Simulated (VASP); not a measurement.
A run of VASP 6.6.1:

The input INCAR:

```
SYSTEM = MgO
PREC = Accurate
ENCUT = 750
EDIFF = 1E-6
ISMEAR = 0
SIGMA = 0.01
LREAL = .False.
LASPH = .True.
NELM = 120
ALGO = Normal
ISIF = 2
LWAVE = .False.
LCHARG = .False.
NBANDS = 15
GGA_COMPAT = .False.
```

KPOINTS

```
regular mesh
0
Gamma
  10 10 10
  0 0 0
```

POSCAR

```
MgO
1.0
    0.0000000000      2.1021674168      2.1021674168
    2.1021674168      0.0000000000      2.1021674168
    2.1021674168      2.1021674168      0.0000000000
Mg O
1 1
Direct
    0.0000000000      0.0000000000      0.0000000000
    0.5000000000      0.5000000000      0.5000000000
```

Potentials or basis: VASP PAW LDA potentials, release 64 (Mg_sv, O).

Launch:

```console
$ cat potpaw_LDA.64/Mg_sv/POTCAR potpaw_LDA.64/O/POTCAR > POTCAR
$ mpirun -np 1 vasp_std > vasp.out
```

Hardware: 1 thread of Intel(R) Xeon(R) Platinum 8559C (Emerald Rapids), on a shared host.

Task: How long does it take, and how much memory?

Result: Run time: 16 s on 1 thread of Intel(R) Xeon(R) Platinum 8559C (Emerald Rapids), with other jobs on the host, peak memory 0.14 GiB. Counts: scf iterations 12, k points 47.
